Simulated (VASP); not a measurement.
# CdSe (I-4m2) in VASP: notebook

CdSe is run at these levels: r2SCAN; tasks: single point.

Program: VASP 6.6.1. These are calculated values, not measurements. Logs are shortened: lines on timing, memory, paths and dates and some standing lists are left out, and cuts for length are marked.

## Step 1: The cell of the first run

The structure is tetragonal, space group I-4m2 (No. 119). The conventional cell has a = 4.338 Å, b = 4.338 Å, c = 6.197 Å, α = 90.00°, β = 90.00°, γ = 90.00°. Within 3.5 Å of Cd (site symmetry -4m2) lie 4 Se at 2.67 Å. Within 3.5 Å of Se (site symmetry -4m2) lie 4 Cd at 2.67 Å.

## Step 2: Single point, r2SCAN (uniaxial z strain +1.0%)

The input, POSCAR:

```
CdSe
1.0
    0.0000000000      3.0677809654      3.0984587751
    3.0677809654      0.0000000000      3.0984587751
    3.0677809654      3.0677809654      0.0000000000
Cd Se
1 1
Direct
    0.0000000000      0.0000000000      0.0000000000
    0.2500000000      0.2500000000      0.2500000000
```

The input, INCAR.step1:

```
SYSTEM = CdSe
ALGO     = Normal         ! electronic algorithm
EDIFF    = 1E-4           ! SCF threshold, eV
ENCUT    = 520            ! plane-wave cutoff, eV
GGA      = PE             ! functional
ISMEAR   = 0              ! smearing method
LASPH    = .True.         ! aspherical terms in the spheres
LCHARG   = .False.        ! write CHGCAR
LREAL    = .False.        ! projectors in reciprocal space
LWAVE    = .True.         ! write WAVECAR
NBANDS   = 16             ! bands
NELM     = 60             ! most SCF steps
PREC     = Accurate       ! precision mode
SIGMA    = 0.01           ! smearing width, eV
```

The input, INCAR.step2:

```
SYSTEM = CdSe
ALGO     = Normal         ! electronic algorithm
EDIFF    = 1E-6           ! SCF threshold, eV
ENCUT    = 520            ! plane-wave cutoff, eV
ISIF     = 2              ! what is computed and relaxed
ISMEAR   = 0              ! smearing method
ISTART   = 1            
LASPH    = .True.         ! aspherical terms in the spheres
LCHARG   = .True.         ! write CHGCAR
LELF     = .True.         ! ELF
LMIXTAU  = .True.       
LREAL    = .False.        ! projectors in reciprocal space
LVHAR    = .True.       
LWAVE    = .False.        ! write WAVECAR
METAGGA  = R2SCAN         ! meta-GGA
NBANDS   = 16             ! bands
NELM     = 60             ! most SCF steps
PREC     = Accurate       ! precision mode
SIGMA    = 0.01           ! smearing width, eV
```

The input, KPOINTS:

```
k-points
0
Gamma
  8 8 8
  0 0 0
```

Potentials or basis: VASP PAW PBE potentials, release 64 (Cd, Se).

Command:

```
> cat potpaw_PBE.64/Cd/POTCAR potpaw_PBE.64/Se/POTCAR > POTCAR
> cp INCAR.step1 INCAR
> mpirun -np 1 vasp_std > vasp.out
> cp INCAR.step2 INCAR
> mpirun -np 1 vasp_std > vasp.out
```

OUTCAR:

```text
SYSTEM = CdSe
   EDIFF = 1E-6
   ENCUT = 520
   ISIF = 2
   ISMEAR = 0
   ISTART = 1
   LASPH = .True.
   LREAL = .False.
   METAGGA = R2SCAN
   NELM = 60
   PREC = Accurate

 ion  position               nearest neighbor table
   1  0.000  0.000  0.000-   2 2.67   2 2.67   2 2.67   2 2.67
   2  0.250  0.250  0.250-   1 2.67   1 2.67   1 2.67   1 2.67

  LATTYP: Found a body centered tetragonal cell.
 ALAT       =     4.3384974477
 C/A-ratio  =     1.4283556980

  Lattice vectors:

 A1 = (  -3.0677809654,   0.0000000000,   3.0984587751)
 A2 = (   3.0677809654,   0.0000000000,   3.0984587751)
 A3 = (   0.0000000000,   3.0677809654,  -3.0984587751)

Analysis of symmetry for initial positions (statically):
=====================================================================
 Subroutine PRICEL returns:
 Original cell was already a primitive cell.

 Routine SETGRP: Setting up the symmetry group for a
 body centered tetragonal supercell.

 Subroutine GETGRP returns: Found  8 space group operations
 (whereof  8 operations were pure point group operations)
 out of a pool of 16 trial point group operations.

The static configuration has the point symmetry D_2d.

Analysis of symmetry for dynamics (positions and initial velocities):
=====================================================================
 Subroutine PRICEL returns:
 Original cell was already a primitive cell.

 Routine SETGRP: Setting up the symmetry group for a
 body centered tetragonal supercell.

 Subroutine GETGRP returns: Found  8 space group operations
 (whereof  8 operations were pure point group operations)
 out of a pool of 16 trial point group operations.

The dynamic configuration has the point symmetry D_2d.

 Subroutine INISYM returns: Found  8 space group operations
 (whereof  8 operations are pure point group operations),
 and found     1 'primitive' translations

----------------------------------------------------------------------------------------

                                     Primitive cell

  volume of cell :      58.3209

  direct lattice vectors                    reciprocal lattice vectors
     0.000000000  3.067780965  3.098458775    -0.162984257  0.162984257  0.161370551
     3.067780965  0.000000000  3.098458775     0.162984257 -0.162984257  0.161370551
     3.067780965  3.067780965  0.000000000     0.162984257  0.162984257 -0.161370551

  length of vectors
     4.360243896  4.360243896  4.338497448     0.281368425  0.281368425  0.281368425

  position of ions in fractional coordinates (direct lattice)
     0.000000000  0.000000000  0.000000000
     0.250000000  0.250000000  0.250000000

  ion indices of the primitive-cell ions
   primitive index   ion index
                 1           1
                 2           2

----------------------------------------------------------------------------------------

 KPOINTS: k-points

Automatic generation of k-mesh.
 Grid dimensions read from file:
 generate k-points for:    8    8    8

 Generating k-lattice:

  Cartesian coordinates                     Fractional coordinates (reciprocal lattice)
    -0.020373032  0.020373032  0.020171319     0.125000000  0.000000000  0.000000000
     0.020373032 -0.020373032  0.020171319     0.000000000  0.125000000  0.000000000
     0.020373032  0.020373032 -0.020171319    -0.000000000 -0.000000000  0.125000000

  Length of vectors
     0.035171053  0.035171053  0.035171053

  Shift w.r.t. Gamma in fractional coordinates (k-lattice)
     0.000000000  0.000000000  0.000000000

 Subroutine IBZKPT returns following result:
 ===========================================

 Found     59 irreducible k-points:

 Following reciprocal coordinates:
            Coordinates               Weight
  0.000000  0.000000  0.000000      1.000000
  0.125000  0.000000  0.000000      8.000000
  0.250000  0.000000  0.000000      8.000000
  0.375000 -0.000000  0.000000      8.000000
  0.500000  0.000000  0.000000      4.000000
  0.125000  0.125000  0.000000      2.000000
[... 16 lines left out ...]
  0.250000 -0.000000  0.125000     16.000000
  0.375000 -0.000000  0.125000     16.000000
 [... further k-points ...]
   k-points           NKPTS =     59   k-points in BZ     NKDIM =     59   number of bands    NBANDS=     16
   number of dos      NEDOS =    301   number of ions     NIONS =      2
   total plane-waves  NPLWV =  32768
   dimension x,y,z NGX =    32 NGY =   32 NGZ =   32
   dimension x,y,z NGXF=    64 NGYF=   64 NGZF=   64
   ions per type =               1   1
   NGX,Y,Z   is equivalent  to a cutoff of  12.20, 12.20, 12.26 a.u.
   NGXF,Y,Z  is equivalent  to a cutoff of  24.40, 24.40, 24.52 a.u.
 SYSTEM =  CdSe
   PREC   = accura    normal or accurate (medium, high low for compatibility)
   ISTART =      1    job   : 0-new  1-cont  2-samecut
   ICHARG =      0    charge: 1-file 2-atom 10-const
   ISPIN  =      1    spin polarized calculation?
   LNONCOLLINEAR =      F non collinear calculations
   LSORBIT =      F    spin-orbit coupling
   LASPH  =      T    aspherical Exc in radial PAW
   ENCUT  =  520.0 eV  38.22 Ry    6.18 a.u.   8.11  8.11  8.07*2*pi/ulx,y,z
   NELM   =     60;   NELMIN=  2; NELMDL=  0     # of ELM steps
   EDIFF  = 0.1E-05   stopping-criterion for ELM
   LREAL  =      F    real-space projection
   EDIFFG = 0.1E-04   stopping-criterion for IOM
   NSW    =      0    number of steps for IOM
   IBRION =     -1    ionic relax: 0-MD 1-quasi-New 2-CG
   NFREE  =      0    steps in history (QN), initial steepest desc. (CG)
   ISIF   =      2    stress and relaxation
   ISYM   =      2    0-nonsym 1-usesym 2-fastsym
   POTIM  = 0.5000    time-step for ionic-motion
   TEBEG  =    0.0;   TEEND  =   0.0 temperature during run
   PSTRESS=    0.0 pullay stress
   NELECT =      18.0000    total number of electrons
   NUPDOWN=      -1.0000    fix difference up-down
   EMIN   =  10.00;   EMAX   =-10.00  energy-range for DOS
   EFERMI =   0.00;   METHOD = LEGACY
   ISMEAR =     0;   SIGMA  =   0.01  broadening in eV -4-tet -1-fermi 0-gaus
   EFERMI_NEDOS =   21; number of points for ismear=-14 and -15
   IALGO  =     38    algorithm
   IMIX   =      4    mixing-type and parameters
     AMIX     =   0.40;   BMIX     =  1.00
     AMIX_MAG =   1.60;   BMIX_MAG =  1.00
  volume/ion in A,a.u.               =      29.16       196.78
  Fermi-wavevector in a.u.,A,eV,Ry     =   1.106346  2.090690 16.653543  1.224001
  Thomas-Fermi vector in A             =   2.242845
   LORBIT       =      0    0 simple, 1 ext, 2 COOP (PROOUT), +10 PAW based schemes
   METAGGA = R2SCAN    functional components
   LHFCALC =     F    Hartree Fock is set to
   AEXX    =    0.0000 exact exchange contribution
   IVDW    =     0    specifies the selected vdW correction
   LEPSILON=     F    determine dielectric tensor
   LRPA    =     F    only Hartree local field effects (RPA)
 non-spin polarized calculation
 Gauss-broadening in eV      SIGMA  =   0.01
  energy-cutoff  :      520.00
  volume of cell :       58.32
 maximum number of plane-waves:      1588
   NGX = 17   NGY = 17   NGZ = 17

 number of electron      18.0000009 magnetization

 Free energy of the ion-electron system (eV)
  ---------------------------------------------------
  ext. energy  EPLUGINS =         0.00000000
  ---------------------------------------------------
  free energy    TOTEN  =       -35.91537753 eV

  energy without entropy =      -35.91537753  energy(sigma->0) =      -35.91537753

 E-fermi :   0.4668     XC(G=0):  -9.2559

 val. band max:        0.3723533286   @ k =   0.0000   0.0000   0.0000
 cond. band min:       1.3664156530   @ k =   0.0000   0.0000   0.0000
 fundamental gap:      0.9940623244
 Fermi energy:         0.4667987953

 k-point     1 :       0.0000    0.0000    0.0000
  band No.  band energies     occupation
      1     -12.4544      2.00000
      2      -7.6938      2.00000
      3      -7.6893      2.00000
      4      -7.6893      2.00000
      5      -7.3301      2.00000
      6      -7.3285      2.00000
[... 8 lines left out ...]
     15      11.8508      0.00000
     16      12.0058      0.00000

 k-point     2 :       0.1250    0.0000    0.0000
  band No.  band energies     occupation
      1     -12.4040      2.00000
      2      -7.6762      2.00000
      3      -7.6730      2.00000
      4      -7.6410      2.00000
      5      -7.3304      2.00000
      6      -7.3294      2.00000
[... 8 lines left out ...]
     15      11.2013      0.00000
     16      11.2793      0.00000

 k-point     3 :       0.2500    0.0000    0.0000
  band No.  band energies     occupation
      1     -12.2812      2.00000
      2      -7.6403      2.00000
      3      -7.6368      2.00000
      4      -7.4778      2.00000
      5      -7.3272      2.00000
      6      -7.3266      2.00000
[... 8 lines left out ...]
     15      10.9285      0.00000
     16      10.9372      0.00000

 k-point     4 :       0.3750   -0.0000    0.0000
  band No.  band energies     occupation
      1     -12.1571      2.00000
      2      -7.6114      2.00000
      3      -7.6072      2.00000
      4      -7.3168      2.00000
      5      -7.3145      2.00000
      6      -7.2148      2.00000
[... 8 lines left out ...]
     15      11.8157      0.00000
     16      11.8430      0.00000

 k-point     5 :       0.5000    0.0000    0.0000
  band No.  band energies     occupation
      1     -12.1055      2.00000
      2      -7.6020      2.00000
      3      -7.5974      2.00000
      4      -7.3095      2.00000
      5      -7.3062      2.00000
      6      -7.0517      2.00000
[... 8 lines left out ...]
     15      13.0140      0.00000
     16      13.0782      0.00000

 k-point     6 :       0.1250    0.1250    0.0000
  band No.  band energies     occupation
      1     -12.3880      2.00000
      2      -7.6571      2.00000
      3      -7.6571      2.00000
      4      -7.6485      2.00000
      5      -7.3402      2.00000
      6      -7.3208      2.00000
[... 8 lines left out ...]
     15      11.7373      0.00000
     16      12.1441      0.00000
[... 267 lines left out ...]
 k-point    21 :       0.5000    0.5000    0.0000
  band No.  band energies     occupation
      1     -11.9990      2.00000
      2      -7.4867      2.00000
      3      -7.4434      2.00000
      4      -7.4434      2.00000
      5      -7.2762      2.00000
      6      -6.9965      2.00000
[... 8 lines left out ...]
     15      13.3477      0.00000
     16      14.2648      0.00000

 k-point    22 :       0.1250    0.0000    0.1250
  band No.  band energies     occupation
      1     -12.3870      2.00000
      2      -7.6616      2.00000
      3      -7.6570      2.00000
      4      -7.6444      2.00000
      5      -7.3386      2.00000
      6      -7.3216      2.00000
[... 8 lines left out ...]
     15      11.7744      0.00000
     16      12.0341      0.00000

 k-point    23 :       0.2500   -0.0000    0.1250
  band No.  band energies     occupation
      1     -12.2883      2.00000
      2      -7.6339      2.00000
      3      -7.6208      2.00000
      4      -7.5281      2.00000
      5      -7.3391      2.00000
      6      -7.3137      2.00000
[... 8 lines left out ...]
     15      11.8348      0.00000
     16      12.2626      0.00000

 k-point    24 :       0.3750   -0.0000    0.1250
  band No.  band energies     occupation
      1     -12.1649      2.00000
      2      -7.6047      2.00000
      3      -7.5880      2.00000
      4      -7.3726      2.00000
      5      -7.3052      2.00000
      6      -7.2479      2.00000
[... 8 lines left out ...]
     15      11.8781      0.00000
     16      12.4464      0.00000

 [... further k-points ...]

------------------------ aborting loop because EDIFF is reached ----------------------------------------

  FORCE on cell =-STRESS in cart. coord.  units (eV):
  Direction    XX          YY          ZZ          XY          YZ          ZX
  --------------------------------------------------------------------------------------
  -------------------------------------------------------------------------------------
  Total       -0.0970689     -0.0970689     -0.1620066      0.0000000      0.0000000      0.0000000
  in kB       -2.6666518     -2.6666518     -4.4506032      0.0000000      0.0000000      0.0000000
  external PRESSURE =      -3.2613023 kB  Pullay stress =       0.0000000 kB

 VOLUME and BASIS-vectors are now :
 -----------------------------------------------------------------------------
  energy-cutoff  :      520.00
  volume of cell :       58.32
      direct lattice vectors                 reciprocal lattice vectors
     0.000000000  3.067780965  3.098458775    -0.162984257  0.162984257  0.161370551
     3.067780965  0.000000000  3.098458775     0.162984257 -0.162984257  0.161370551
     3.067780965  3.067780965  0.000000000     0.162984257  0.162984257 -0.161370551

 POSITION                                       TOTAL-FORCE (eV/Angst)
 -----------------------------------------------------------------------------------
      0.00000      0.00000      0.00000         0.000000      0.000000      0.000000
      1.53389      1.53389      1.54923        -0.000000     -0.000000      0.000000
 -----------------------------------------------------------------------------------
    total drift:                               -0.000005     -0.000005     -0.000002

  FREE ENERGIE OF THE ION-ELECTRON SYSTEM (eV)
  ---------------------------------------------------
  free  energy   TOTEN  =       -35.9153775265 eV

  energy  without entropy=      -35.9153775265  energy(sigma->0) =      -35.91537753
```

Wall time 3.8 min (1 thread of Intel Xeon 8259CL, shared host); peak memory 0.22 GiB.

What came out:

```
Free energy            : -35.9154 eV
Pressure               : -0.3 GPa
Band gap on the k mesh : 0.99 eV
```

Stress tensor (GPa, compression positive):
```
-0.27  0.00  0.00
 0.00 -0.27  0.00
 0.00  0.00 -0.45
```

Levels at points of the mesh, in eV from the valence-band top:
```
           k point  band 6  band 7  band 8  band 9  band 10  band 11  band 12  band 13
(0.00, 0.00, 0.00)   -7.70   -0.03    0.00    0.00     0.99     6.46     6.46     6.46
(0.50, 0.00, 0.00)   -7.42   -4.22   -0.74   -0.70     2.80     6.87     6.94     7.70
(0.50, 0.50, 0.00)   -7.37   -3.97   -1.75   -1.75     3.53     4.16     9.44    10.74
(0.50, 0.00, 0.50)   -7.35   -3.91   -1.79   -1.78     3.50     4.08     9.53    10.66
```

Caveat: the cell differs from its parent crystal (uniaxial z strain +1.0%); the structure was generated, so it needn't be the stable form of CdSe; the PAW data sets were made with another functional, which shifts forces and pressure a little.

[end of part 1 of 2]
